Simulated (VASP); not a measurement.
# LaHg3N2 (P-4m2) in VASP: relaxation of cell and atoms with PBE

Aim: the relaxation of cell and atoms of LaHg3N2 with PBE.

All numbers are computed with VASP 6.6.1; they aren't measurements. Logs are shortened: lines on timing, memory, paths and dates and some standing lists are left out, and cuts for length are marked.

## (1) The cell of the first run

It takes space group P-4m2 (No. 115, tetragonal). Conventional cell: a = 3.703 Å, b = 3.703 Å, c = 8.306 Å, α = 90.00°, β = 90.00°, γ = 90.00°. Within 3.5 Å of La (site symmetry -4m2) lie 4 Hg at 2.62 Å and 4 N at 2.88 Å. Hg (site symmetry 2mm) has 5 N at 2.80 to 2.89 Å and 10 Hg at 3.23 to 3.70 Å and 2 La at 3.70 Å within 3.8 Å. Within 3.5 Å of Hg (site symmetry -4m2) lie 4 La at 2.62 Å and 4 N at 2.88 Å. N (site symmetry 2mm) has 7 Hg at 2.80 to 2.89 Å and 2 La at 2.88 Å and 4 N at 3.70 Å within 3.8 Å.

The cell was generated, and may not be a known phase.

## (2) Relaxation of cell and atoms, PBE

Input file INCAR:

```
  PREC = Accurate
  ENCUT = 700
  EDIFF = 1E-7
  ISMEAR = 0
  SIGMA = 0.1
  LREAL = False
  LASPH = True
  NELM = 200
  ALGO = Normal
  ISIF = 3
  LWAVE = False
  LCHARG = False
  GGA = PE
  IBRION = 2
  NSW = 90
  EDIFFG = -0.04
  GGA_COMPAT = False
  NELMIN = 4
  LMAXMIX = 6
```

Input file KPOINTS:

```
Automatic mesh
0
Gamma
  6 6 2
```

Input file POSCAR:

```
LaHg3N2
1.0
    3.7031794800      0.0000000000      0.0000000000
    0.0000000000      3.7031794800      0.0000000000
    0.0000000000      0.0000000000      8.3056853800
La Hg N
1 3 2
Direct
    0.5000000000      0.5000000000      0.0000000000
    0.5000000000      0.0000000000      0.3861632900
    0.0000000000      0.5000000000      0.6138367100
    0.0000000000      0.0000000000      0.0000000000
    0.5000000000      0.0000000000      0.7344790700
    0.0000000000      0.5000000000      0.2655209300
```

Potentials or basis: VASP PAW PBE potentials, release 64 (La, Hg_sv_GW, N).

Command:

```bash
$ cat potpaw_PBE.64/La/POTCAR potpaw_PBE.64/Hg_sv_GW/POTCAR potpaw_PBE.64/N/POTCAR > POTCAR
$ mpirun -np 1 vasp_std > vasp.out
```

OUTCAR:

```text
PREC = Accurate
   ENCUT = 700
   EDIFF = 1E-7
   ISMEAR = 0
   LREAL = False
   LASPH = True
   NELM = 200
   ISIF = 3
   GGA = PE
   IBRION = 2
   NSW = 90
   EDIFFG = -0.04
   NELMIN = 4

 ion  position               nearest neighbor table
   1  0.500  0.500  0.000-   4 2.62   4 2.62   4 2.62   4 2.62
   2  0.500  0.000  0.386-   3 3.23   3 3.23   3 3.23   3 3.23
   3  0.000  0.500  0.614-   2 3.23   2 3.23   2 3.23   2 3.23
   4  0.000  0.000  0.000-   1 2.62   1 2.62   1 2.62   1 2.62
   5  0.500  0.000  0.734-
   6  0.000  0.500  0.266-

  LATTYP: Found a simple tetragonal cell.
 ALAT       =     3.7031794800
 C/A-ratio  =     2.2428525068

  Lattice vectors:

 A1 = (   3.7031794800,   0.0000000000,   0.0000000000)
 A2 = (   0.0000000000,   3.7031794800,   0.0000000000)
 A3 = (   0.0000000000,   0.0000000000,   8.3056853800)

Analysis of symmetry for initial positions (statically):
=====================================================================
 Subroutine PRICEL returns:
 Original cell was already a primitive cell.

 Routine SETGRP: Setting up the symmetry group for a
 simple tetragonal supercell.

 Subroutine GETGRP returns: Found  8 space group operations
 (whereof  8 operations were pure point group operations)
 out of a pool of 16 trial point group operations.

The static configuration has the point symmetry D_2d.

Analysis of symmetry for dynamics (positions and initial velocities):
=====================================================================
 Subroutine PRICEL returns:
 Original cell was already a primitive cell.

 Routine SETGRP: Setting up the symmetry group for a
 simple tetragonal supercell.

 Subroutine GETGRP returns: Found  8 space group operations
 (whereof  8 operations were pure point group operations)
 out of a pool of 16 trial point group operations.

The dynamic configuration has the point symmetry D_2d.

 Subroutine INISYM returns: Found  8 space group operations
 (whereof  8 operations are pure point group operations),
 and found     1 'primitive' translations

----------------------------------------------------------------------------------------

                                     Primitive cell

  volume of cell :     113.9003

[... 103 lines left out ...]
   NUPDOWN=      -1.0000    fix difference up-down
   EMIN   =  10.00;   EMAX   =-10.00  energy-range for DOS
   EFERMI =   0.00;   METHOD = LEGACY
   ISMEAR =     0;   SIGMA  =   0.10  broadening in eV -4-tet -1-fermi 0-gaus
   EFERMI_NEDOS =   21; number of points for ismear=-14 and -15
   IALGO  =     38    algorithm
   IMIX   =      4    mixing-type and parameters
     AMIX     =   0.40;   BMIX     =  1.00
     AMIX_MAG =   1.60;   BMIX_MAG =  1.00
  volume/ion in A,a.u.               =      18.98       128.11
  Fermi-wavevector in a.u.,A,eV,Ry     =   1.461262  2.761385 29.052349  2.135287
  Thomas-Fermi vector in A             =   2.577615
   LORBIT       =      0    0 simple, 1 ext, 2 COOP (PROOUT), +10 PAW based schemes
   GGA     = PE    functional components
   LHFCALC =     F    Hartree Fock is set to
   AEXX    =    0.0000 exact exchange contribution
   IVDW    =     0    specifies the selected vdW correction
   LEPSILON=     F    determine dielectric tensor
   LRPA    =     F    only Hartree local field effects (RPA)
 conjugate gradient relaxation of ions
 non-spin polarized calculation
 Gauss-broadening in eV      SIGMA  =   0.10
  energy-cutoff  :      700.00
  volume of cell :      113.90
 maximum number of plane-waves:      4864
 NGX is ok and might be reduce to    32
   NGX = 15   NGY = 15   NGZ = 35

--------------------------------------- Ionic step        1  -------------------------------------------

 number of electron      81.0000014 magnetization

 Free energy of the ion-electron system (eV)
  ---------------------------------------------------
  ext. energy  EPLUGINS =         0.00000000
  ---------------------------------------------------
  free energy    TOTEN  =       -13.68830473 eV

  energy without entropy =      -13.67808098  energy(sigma->0) =      -13.68319286

------------------------ aborting loop because EDIFF is reached ----------------------------------------

  FORCE on cell =-STRESS in cart. coord.  units (eV):
  Direction    XX          YY          ZZ          XY          YZ          ZX
  --------------------------------------------------------------------------------------
  -------------------------------------------------------------------------------------
  Total       17.5420343     17.5420343    -11.0867524      0.0000000      0.0000000      0.0000000
  in kB      246.7547605    246.7547605   -155.9516356      0.0000000      0.0000000      0.0000000
  external PRESSURE =     112.5192951 kB  Pullay stress =       0.0000000 kB
[... 101 lines left out ...]
  FREE ENERGIE OF THE ION-ELECTRON SYSTEM (eV)
  ---------------------------------------------------
  free  energy   TOTEN  =       -17.6979932331 eV

  energy  without entropy=      -17.6833348363  energy(sigma->0) =      -17.69066403

 E-fermi :   3.8845     XC(G=0):  -9.8385

 val. band max:        3.8450494807   @ k =   0.1667   0.0000   0.5000
 cond. band min:       3.8992486586   @ k =   0.1667   0.1667   0.5000
 fundamental gap:      0.0541991780
 Fermi energy:         3.8845120723

 k-point     1 :       0.0000    0.0000    0.0000
  band No.  band energies     occupation
      1    -110.8394      2.00000
      2    -110.0610      2.00000
      3    -110.0609      2.00000
      4     -59.2352      2.00000
      5     -59.2352      2.00000
      6     -59.0710      2.00000
[... 1009 lines left out ...]
     47       6.0144      0.00000
     48       6.1336      0.00000

[... ionic steps 4 to 25 ...]

--------------------------------------- Ionic step       26  -------------------------------------------

 number of electron      81.0000005 magnetization

------------------------ aborting loop because EDIFF is reached ----------------------------------------
[... 75 lines left out ...]
--------------------------------------- Ionic step       28  -------------------------------------------

 number of electron      80.9999989 magnetization

 Free energy of the ion-electron system (eV)
  ---------------------------------------------------
  ext. energy  EPLUGINS =         0.00000000
  ---------------------------------------------------
  free energy    TOTEN  =       -21.41020981 eV

  energy without entropy =      -21.39577059  energy(sigma->0) =      -21.40299020

 E-fermi :   6.6137     XC(G=0): -10.8701

 val. band max:        6.6036125949   @ k =   0.5000   0.3333   0.5000
 cond. band min:       6.6431657087   @ k =   0.3333   0.1667   0.5000
 fundamental gap:      0.0395531138
 Fermi energy:         6.6136510380

 k-point     1 :       0.0000    0.0000    0.0000
  band No.  band energies     occupation
      1    -108.6743      2.00000
      2    -108.6736      2.00000
      3    -108.1860      2.00000
      4     -57.0439      2.00000
      5     -57.0439      2.00000
      6     -57.0121      2.00000
[... 1042 lines left out ...]
  FREE ENERGIE OF THE ION-ELECTRON SYSTEM (eV)
  ---------------------------------------------------
  free  energy   TOTEN  =       -21.4102098116 eV

  energy  without entropy=      -21.3957705915  energy(sigma->0) =      -21.40299020

 reached required accuracy - stopping structural energy minimisation
```

OSZICAR:

```text
N       E                     dE             d eps       ncg     rms          rms(c)
DAV:   1     0.176752668965E+04    0.17675E+04   -0.49800E+04  2496   0.326E+03
DAV:   2     0.348773535524E+03   -0.14188E+04   -0.13652E+04  1944   0.106E+03
DAV:   3     0.382813744313E+02   -0.31049E+03   -0.27826E+03  2800   0.415E+02
DAV:   4    -0.123291690767E+02   -0.50611E+02   -0.48071E+02  3304   0.178E+02
[... 389 lines left out ...]
DAV:   7    -0.214102108780E+02   -0.12894E-05   -0.42797E-05  3408   0.642E-02    0.205E-02
DAV:   8    -0.214102100292E+02    0.84883E-06   -0.64913E-06  3344   0.309E-02    0.673E-03
DAV:   9    -0.214102095675E+02    0.46165E-06   -0.91067E-07  2952   0.876E-03    0.190E-03
DAV:  10    -0.214102098025E+02   -0.23502E-06   -0.65792E-08  1424   0.413E-03    0.116E-03
DAV:  11    -0.214102098116E+02   -0.90822E-08   -0.37838E-08  1440   0.239E-03
  28 F= -.21410210E+02 E0= -.21402990E+02  d E =-.268198E-02
```

CONTCAR:

```text
LaHg3N2
   1.00000000000000
     4.9730104900050618   -0.0000000000000000    0.0000000000000000
    -0.0000000000000000    4.9730104900050618    0.0000000000000000
    -0.0000000000000000    0.0000000000000000    4.8706543431646967
  La              Hg              N
     1     3     2
Direct
     0.5000000000000000    0.5000000000000000    0.0000000000000000
     0.5000000000000000    0.0000000000000000    0.4738852535811006
     0.0000000000000000    0.5000000000000000    0.5261147464188990
     0.0000000000000000    0.0000000000000000    0.0000000000000000
     0.5000000000000000    1.0000000000000000    0.9438956168156631
     0.0000000000000000    0.5000000000000000    0.0561043831843366

  0.00000000E+00  0.00000000E+00  0.00000000E+00
  0.00000000E+00  0.00000000E+00  0.00000000E+00
  0.00000000E+00  0.00000000E+00  0.00000000E+00
  0.00000000E+00  0.00000000E+00  0.00000000E+00
  0.00000000E+00  0.00000000E+00  0.00000000E+00
  0.00000000E+00  0.00000000E+00  0.00000000E+00
```

It took 38 min on 1 thread of Intel Xeon Platinum 8559C (Emerald Rapids), shared host; peak memory 0.45 GiB.

What came out:

| Quantity | Value |
| --- | --- |
| Free energy | -21.4102 eV |
| Relaxed volume | 20.08 Å³/atom |
| Relaxed cell | a = 4.973 Å, b = 4.973 Å, c = 4.871 Å, α = 90.00°, β = 90.00°, γ = 90.00° |
| Space group after relaxing (to 0.1 Å) | P-4m2 (No. 115) |
| Energy gained by relaxing | 1287.0 meV/atom |
| Ionic steps | 28 |
| Pressure after relaxing | -0.1 GPa |
| Largest force after relaxing | 0.036 eV/Å |
| Band gap on the k mesh | zero (an odd number of electrons rules out a gap without spin polarisation) |

Forces on the atoms (eV/Å):
```
La   0.000  0.000  0.000
Hg   0.000  0.000 -0.024
Hg   0.000  0.000  0.024
Hg   0.000  0.000  0.000
N    0.000  0.000  0.036
N    0.000  0.000 -0.036
```

Stress tensor (GPa, compression positive):
```
-0.19  0.00  0.00
 0.00 -0.19  0.00
 0.00  0.00  0.10
```

The path:
```csv
step,energy change (eV),largest force (eV/Å),pressure (GPa),volume (Å³)
1,0.0000,0.6969,11.25,113.90
2,-3.4198,1.4239,-5.10,135.08
3,-4.0097,1.5208,-8.04,143.38
4,-4.1594,1.2592,-10.85,158.32
5,-4.1807,1.4698,-9.28,148.16
6,-6.1207,1.7666,-2.96,126.38
7,-6.1961,2.3242,0.29,121.79
8,-6.6539,0.9977,0.70,119.21
9,-6.7525,1.3321,1.82,117.63
10,-6.7611,1.4640,2.26,117.09
11,-7.0866,1.1135,-1.55,122.07
12,-7.2586,0.7746,-5.08,128.82
13,-7.4435,0.5135,-4.03,126.50
14,-7.6342,0.4485,-0.68,121.43
15,-7.6348,0.4779,-0.58,121.16
16,-7.6566,0.3119,0.00,120.11
17,-7.6652,0.1379,0.78,118.86
18,-7.6732,0.0810,0.17,119.59
19,-7.6767,0.1240,-0.45,120.41
20,-7.6841,0.0928,-0.30,120.09
21,-7.6887,0.1871,0.08,119.47
22,-7.6925,0.1735,0.22,119.30
23,-7.6960,0.1337,0.46,119.02
24,-7.7058,0.1772,0.07,119.68
25,-7.7095,0.2430,-0.37,120.50
26,-7.7158,0.1754,-0.13,120.28
27,-7.7192,0.0835,0.20,119.98
28,-7.7219,0.0358,-0.10,120.46
```

Final structure:
```
La Hg N
1.0
     4.97301    0.00000    0.00000
     0.00000    4.97301    0.00000
     0.00000    0.00000    4.87065
La Hg N
1 3 2
Cartesian
  2.4865 2.4865 0.0000
  2.4865 0.0000 2.3081
  0.0000 2.4865 2.5625
  0.0000 0.0000 0.0000
  2.4865 4.9730 4.5974
  0.0000 2.4865 0.2733
```

Caveat: the k points lie up to 0.65 Å⁻¹ apart in the final cell, too coarse for converged energies and pressures of a metal; a cell axis changed by over 15 % at a fixed basis, so the end point is rough; spin-orbit coupling is left out, which moves the levels of the heavy elements.

The gap in the log of VASP goes by the Fermi energy; the results here count the filled bands.